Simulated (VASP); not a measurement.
# Mg (P6/mmm) in VASP: further runs

The runs below take Mg through single point, with PBE0, r2SCAN0.

Everything below comes from runs of VASP 6.6.1. Logs are shortened: lines on timing, memory, paths and dates and some standing lists are left out, and cuts for length are marked.

## Step 1: The cell of the first run

The structure is hexagonal, space group P6/mmm (No. 191). The conventional cell has a = 3.050 Å, b = 3.050 Å, c = 3.045 Å, α = 90.00°, β = 90.00°, γ = 120.00°. Mg (site symmetry 6/mmm) has 8 Mg at 3.04 to 3.05 Å within 4.0 Å.

This isn't the form of Mg at room conditions, which is hcp.

## Step 2: Single point, PBE0

The input, POSCAR:

```
Mg
1.0
    3.0502998005      0.0000000000      0.0000000000
   -1.5251499003      2.6416371164      0.0000000000
    0.0000000000      0.0000000000      3.0448375700
Mg
1
Direct
    0.0000000000      0.0000000000      0.0000000000
```

The input, INCAR.step1:

```
ALGO     = Normal         # electronic algorithm
EDIFF    = 1E-5           # SCF threshold, eV
ENCUT    = 520            # plane-wave cutoff, eV
GGA      = PE             # functional
ISIF     = 2              # what is computed and relaxed
ISMEAR   = -1             # smearing method
LASPH    = True           # aspherical terms in the spheres
LREAL    = False          # projectors in reciprocal space
LWAVE    = True           # write WAVECAR
NBANDS   = 7              # bands
NELM     = 80             # most SCF steps
PREC     = Accurate       # precision mode
SIGMA    = 0.05           # smearing width, eV
```

The input, INCAR.step2:

```
AEXX     = 0.25           # exact-exchange fraction
ALGO     = Normal         # electronic algorithm
EDIFF    = 1E-6           # SCF threshold, eV
ENCUT    = 520            # plane-wave cutoff, eV
GGA      = PE             # functional
ISIF     = 2              # what is computed and relaxed
ISMEAR   = -1             # smearing method
ISTART   = 1            
LASPH    = True           # aspherical terms in the spheres
LCHARG   = True           # write CHGCAR
LELF     = True           # ELF
LHFCALC  = True           # exact exchange
LREAL    = False          # projectors in reciprocal space
LVHAR    = True         
LWAVE    = False          # write WAVECAR
NBANDS   = 7              # bands
NELM     = 80             # most SCF steps
PREC     = Accurate       # precision mode
PRECFOCK = Normal       
SIGMA    = 0.05           # smearing width, eV
```

The input, KPOINTS:

```
k-points
0
Gamma
  6 6 5
```

Potentials or basis: VASP PAW PBE potentials, release 64 (Mg).

Started as:

```bash
$ cat potpaw_PBE.64/Mg/POTCAR > POTCAR
$ cp INCAR.step1 INCAR
$ mpirun -np 1 vasp_std > vasp.out
$ cp INCAR.step2 INCAR
$ mpirun -np 1 vasp_std > vasp.out
```

OUTCAR:

```text
AEXX = 0.25
   EDIFF = 1E-6
   ENCUT = 520
   GGA = PE
   ISIF = 2
   ISMEAR = -1
   ISTART = 1
   LASPH = True
   LHFCALC = True
   LREAL = False
   NELM = 80
   PREC = Accurate
   PRECFOCK = Normal

 ion  position               nearest neighbor table
   1  0.000  0.000  0.000-

  LATTYP: Found a hexagonal cell.
 ALAT       =     3.0502998005
 C/A-ratio  =     0.9982092808

  Lattice vectors:

 A1 = (   3.0502998005,   0.0000000000,   0.0000000000)
 A2 = (  -1.5251499003,   2.6416371164,   0.0000000000)
 A3 = (   0.0000000000,   0.0000000000,   3.0448375700)

Analysis of symmetry for initial positions (statically):
=====================================================================
 Subroutine PRICEL returns:
 Original cell was already a primitive cell.

 Routine SETGRP: Setting up the symmetry group for a
 hexagonal supercell.

 Subroutine GETGRP returns: Found 24 space group operations
 (whereof 24 operations were pure point group operations)
 out of a pool of 24 trial point group operations.

The static configuration has the point symmetry D_6h.

Analysis of symmetry for dynamics (positions and initial velocities):
=====================================================================
 Subroutine PRICEL returns:
 Original cell was already a primitive cell.

 Routine SETGRP: Setting up the symmetry group for a
 hexagonal supercell.

 Subroutine GETGRP returns: Found 24 space group operations
 (whereof 24 operations were pure point group operations)
 out of a pool of 24 trial point group operations.

The dynamic configuration has the point symmetry D_6h.

 Subroutine INISYM returns: Found 24 space group operations
 (whereof 24 operations are pure point group operations),
 and found     1 'primitive' translations

----------------------------------------------------------------------------------------

                                     Primitive cell

  volume of cell :      24.5346

  direct lattice vectors                    reciprocal lattice vectors
     3.050299800  0.000000000  0.000000000     0.327836628  0.189276565  0.000000000
    -1.525149900  2.641637116  0.000000000     0.000000000  0.378553130  0.000000000
     0.000000000  0.000000000  3.044837570     0.000000000  0.000000000  0.328424744

  length of vectors
     3.050299800  3.050299801  3.044837570     0.378553130  0.378553130  0.328424744

  position of ions in fractional coordinates (direct lattice)
     0.000000000  0.000000000  0.000000000

  ion indices of the primitive-cell ions
   primitive index   ion index
                 1           1

----------------------------------------------------------------------------------------

 KPOINTS: k-points

Automatic generation of k-mesh.
 Grid dimensions read from file:
 generate k-points for:    6    6    5

 Generating k-lattice:

  Cartesian coordinates                     Fractional coordinates (reciprocal lattice)
     0.054639438  0.031546094  0.000000000     0.166666667  0.000000000  0.000000000
     0.000000000  0.063092188  0.000000000     0.000000000  0.166666667  0.000000000
     0.000000000  0.000000000  0.065684949     0.000000000  0.000000000  0.200000000

  Length of vectors
     0.063092188  0.063092188  0.065684949

  Shift w.r.t. Gamma in fractional coordinates (k-lattice)
     0.000000000  0.000000000  0.000000000

 Subroutine IBZKPT returns following result:
 ===========================================

 Found     21 irreducible k-points:

 Following reciprocal coordinates:
            Coordinates               Weight
  0.000000  0.000000  0.000000      1.000000
  0.166667  0.000000  0.000000      6.000000
  0.333333  0.000000  0.000000      6.000000
  0.500000  0.000000  0.000000      3.000000
  0.166667  0.166667  0.000000      6.000000
  0.333333  0.166667  0.000000     12.000000
[... 13 lines left out ...]
  0.333333  0.166667  0.400000     24.000000
  0.333333  0.333333  0.400000      4.000000
   k-points           NKPTS =     21   k-points in BZ     NKDIM =    180   number of bands    NBANDS=      7
   number of dos      NEDOS =    301   number of ions     NIONS =      1
   total plane-waves  NPLWV =  13824
   dimension x,y,z NGX =    24 NGY =   24 NGZ =   24
   dimension x,y,z NGXF=    48 NGYF=   48 NGZF=   48
   ions per type =               1
   NGX,Y,Z   is equivalent  to a cutoff of  13.08, 13.08, 13.10 a.u.
   NGXF,Y,Z  is equivalent  to a cutoff of  26.16, 26.16, 26.21 a.u.
 SYSTEM =  unknown system
   PREC   = accura    normal or accurate (medium, high low for compatibility)
   ISTART =      1    job   : 0-new  1-cont  2-samecut
   ICHARG =      0    charge: 1-file 2-atom 10-const
   ISPIN  =      1    spin polarized calculation?
   LNONCOLLINEAR =      F non collinear calculations
   LSORBIT =      F    spin-orbit coupling
   LASPH  =      T    aspherical Exc in radial PAW
   ENCUT  =  520.0 eV  38.22 Ry    6.18 a.u.   5.67  5.67  5.66*2*pi/ulx,y,z
   NELM   =     80;   NELMIN=  2; NELMDL=  0     # of ELM steps
   EDIFF  = 0.1E-05   stopping-criterion for ELM
   LREAL  =      F    real-space projection
   EDIFFG = 0.1E-04   stopping-criterion for IOM
   NSW    =      0    number of steps for IOM
   IBRION =     -1    ionic relax: 0-MD 1-quasi-New 2-CG
   NFREE  =      0    steps in history (QN), initial steepest desc. (CG)
   ISIF   =      2    stress and relaxation
   ISYM   =      3    0-nonsym 1-usesym 2-fastsym
   POTIM  = 0.5000    time-step for ionic-motion
   TEBEG  =    0.0;   TEEND  =   0.0 temperature during run
   PSTRESS=    0.0 pullay stress
   NELECT =       2.0000    total number of electrons
   NUPDOWN=      -1.0000    fix difference up-down
   EMIN   =  10.00;   EMAX   =-10.00  energy-range for DOS
   EFERMI =   0.00;   METHOD = LEGACY
   ISMEAR =    -1;   SIGMA  =   0.05  broadening in eV -4-tet -1-fermi 0-gaus
   EFERMI_NEDOS =   21; number of points for ismear=-14 and -15
   IALGO  =     38    algorithm
   IMIX   =      1    mixing-type and parameters
     AMIX     =   0.40;   BMIX     =  1.00
     AMIX_MAG =   1.60;   BMIX_MAG =  1.00
  volume/ion in A,a.u.               =      24.53       165.57
  Fermi-wavevector in a.u.,A,eV,Ry     =   0.709836  1.341396  6.855535  0.503868
  Thomas-Fermi vector in A             =   1.796524
   LORBIT       =      0    0 simple, 1 ext, 2 COOP (PROOUT), +10 PAW based schemes
   GGA     = PE    functional components
   LHFCALC =     T    Hartree Fock is set to
   PRECFOCK=normal    Normal, Fast or Accurate (Low or Medium for compatibility)
   ENCUT4O =  -1.0   cutoff for four orbital integrals eV
   NKREDX  =     1    reduce k-point grid by
   NKREDY  =     1    reduce k-point grid by
   NKREDZ  =     1    reduce k-point grid by
   AEXX    =    0.2500 exact exchange contribution
   HFSCREEN=    0.0000 screening length (either q_TF or 0.3 A-1)
   HFSCREENC=   0.0000 screening length for correlation (either q_TF or 0.3 A-1)
   ENCUTFOCK=  -1.0 apply spherical cutoff to Coloumb kernel
   IVDW    =     0    specifies the selected vdW correction
   LEPSILON=     F    determine dielectric tensor
   LRPA    =     F    only Hartree local field effects (RPA)
 non-spin polarized calculation
  energy-cutoff  :      520.00
  volume of cell :       24.53
 maximum number of plane-waves:       672
 NGX is ok and might be reduce to    24
  NGX = 18; NGY = 18; NGZ = 18

 number of electron       2.0000000 magnetization

 Free energy of the ion-electron system (eV)
  ---------------------------------------------------
  ext. energy  EPLUGINS =         0.00000000
  ---------------------------------------------------
  free energy    TOTEN  =        -1.26507117 eV

  energy without entropy =       -1.25702144  energy(sigma->0) =       -1.26104631

 E-fermi :   2.0638     XC(G=0):  -6.5290

 val. band max:        2.0194246501   @ k =   0.3333   0.1667   0.4000
 cond. band min:       3.3903795399   @ k =   0.1667   0.1667   0.4000
 fundamental gap:      1.3709548898
 Fermi energy:         2.0637917707

 k-point     1 :       0.0000    0.0000    0.0000
  band No.  band energies     occupation
      1      -5.9025      2.00000
      2      11.3401      0.00000
      3      12.0878      0.00000
      4      16.0442      0.00000
      5      16.0442      0.00000
      6      17.2101      0.00000
      7      17.2101      0.00000

 k-point     2 :       0.1667    0.0000    0.0000
  band No.  band energies     occupation
      1      -5.2086      2.00000
      2      10.4343      0.00000
      3      12.1801      0.00000
      4      12.6106      0.00000
      5      14.0126      0.00000
      6      16.2921      0.00000
      7      20.2566      0.00000

 k-point     3 :       0.3333    0.0000    0.0000
  band No.  band energies     occupation
      1      -3.1282      2.00000
      2       5.5220      0.00000
      3      11.8506      0.00000
      4      12.5034      0.00000
      5      14.1683      0.00000
      6      16.4126      0.00000
      7      20.4548      0.00000

 k-point     4 :       0.5000    0.0000    0.0000
  band No.  band energies     occupation
      1       0.0923      2.00000
      2       0.6895      2.00000
      3      11.6244      0.00000
      4      11.9972      0.00000
      5      16.3570      0.00000
      6      17.2682      0.00000
      7      18.2244      0.00000

 k-point     5 :       0.1667    0.1667    0.0000
  band No.  band energies     occupation
      1      -3.8184      2.00000
      2       8.2316      0.00000
      3       8.7115      0.00000
      4      13.6527      0.00000
      5      14.2614      0.00000
      6      18.9093      0.00000
      7      19.5247      0.00000
[... 131 lines left out ...]
 k-point    19 :       0.1667    0.1667    0.4000
  band No.  band energies     occupation
      1      -0.8477      2.00000
      2       3.3904      0.00000
      3      10.5318      0.00000
      4      11.6124      0.00000
      5      14.3374      0.00000
      6      14.8546      0.00000
      7      21.3036      0.00000

 k-point    20 :       0.3333    0.1667    0.4000
  band No.  band energies     occupation
      1       2.0194      1.41668
      2       5.5662      0.00000
      3       6.7223      0.00000
      4       9.1315      0.00000
      5      11.0567      0.00000
      6      13.5158      0.00000
      7      20.4868      0.00000

 k-point    21 :       0.3333    0.3333    0.4000
  band No.  band energies     occupation
      1       6.1760      0.00000
      2       6.1760      0.00000
      3       6.9780      0.00000
      4       9.6021      0.00000
      5       9.6021      0.00000
      6      11.2103      0.00000
      7      25.6274      0.00000

------------------------ aborting loop because EDIFF is reached ----------------------------------------

  FORCE on cell =-STRESS in cart. coord.  units (eV):
  Direction    XX          YY          ZZ          XY          YZ          ZX
  --------------------------------------------------------------------------------------
  -------------------------------------------------------------------------------------
  Total       -0.0031109     -0.0031109      0.6368283      0.0000000     -0.0000000      0.0000000
  in kB       -0.2031530     -0.2031530     41.5865737      0.0000000     -0.0000000      0.0000000
  external PRESSURE =      13.7267559 kB  Pullay stress =       0.0000000 kB

 VOLUME and BASIS-vectors are now :
 -----------------------------------------------------------------------------
  energy-cutoff  :      520.00
  volume of cell :       24.53
      direct lattice vectors                 reciprocal lattice vectors
     3.050299800  0.000000000  0.000000000     0.327836628  0.189276565  0.000000000
    -1.525149900  2.641637116  0.000000000     0.000000000  0.378553130  0.000000000
     0.000000000  0.000000000  3.044837570     0.000000000  0.000000000  0.328424744

 POSITION                                       TOTAL-FORCE (eV/Angst)
 -----------------------------------------------------------------------------------
      0.00000      0.00000      0.00000        -0.000000      0.000000      0.000000
 -----------------------------------------------------------------------------------
    total drift:                               -0.000000     -0.000000      0.000000

  FREE ENERGIE OF THE ION-ELECTRON SYSTEM (eV)
  ---------------------------------------------------
  free  energy   TOTEN  =        -1.2650711708 eV

  energy  without entropy=       -1.2570214408  energy(sigma->0) =       -1.26104631
```

It took 1.9 min on 1 thread of AMD EPYC 7R13, shared host; peak memory 0.12 GiB.

Results:

```
Free energy            : -1.2651 eV
Pressure               : 1.4 GPa
Band gap on the k mesh : zero (bands 1 and 2 overlap by 5.49 eV)
```

Caveat: the k points lie up to 0.41 Å⁻¹ apart, too coarse for converged energies and pressures of a metal; the PAW data sets were made with another functional, which shifts forces and pressure a little.

## Step 3: Single point, r2SCAN0

POSCAR is that of step 2.

The input, INCAR.step1:

```
PREC = Accurate ; ENCUT = 520
EDIFF = 1E-5 ; ISMEAR = -1
SIGMA = 0.05 ; LREAL = False
LASPH = True ; NELM = 80
ALGO = Normal ; ISIF = 2
LWAVE = True ; LCHARG = False
NBANDS = 7 ; GGA = PE
```

The input, INCAR.step2:

```
PREC = Accurate ; ENCUT = 520
EDIFF = 1E-6 ; ISMEAR = -1
SIGMA = 0.05 ; LREAL = False
LASPH = True ; NELM = 80
ALGO = Normal ; ISIF = 2
LWAVE = False ; LCHARG = False
METAGGA = R2SCAN ; LHFCALC = True
AEXX = 0.25 ; LMIXTAU = True
PRECFOCK = Normal ; NBANDS = 7
ISTART = 1
```

The input, KPOINTS:

```
Automatic mesh
0
Gamma
  6 6 5
```

Potentials or basis: VASP PAW PBE potentials, release 64 (Mg).

Started as:

```bash
$ cat potpaw_PBE.64/Mg/POTCAR > POTCAR
$ cp INCAR.step1 INCAR
$ mpirun -np 1 vasp_std > vasp.out
$ cp INCAR.step2 INCAR
$ mpirun -np 1 vasp_std > vasp.out
```

Wall time 2.4 min (1 thread of AMD EPYC 7R13, shared host); peak memory 0.12 GiB.

It converged, with:

```
Free energy            : -3.2288 eV
Pressure               : 0.9 GPa
Band gap on the k mesh : zero (bands 1 and 2 overlap by 5.55 eV)
```

Stress tensor (GPa, compression positive):
```
-0.31  0.00  0.00
 0.00 -0.31  0.00
 0.00  0.00  3.26
```

Levels at points of the mesh, in eV from the Fermi level:
```tsv
k point	band 1	band 2	band 3	band 4
(0.00, 0.00, 0.00)	-8.24	9.61	10.43	14.46
(0.50, 0.00, 0.00)	-2.11	-1.35	9.94	10.28
```

Caveat: the k points lie up to 0.41 Å⁻¹ apart, too coarse for converged energies and pressures of a metal; the PAW data sets were made with another functional, which shifts forces and pressure a little.
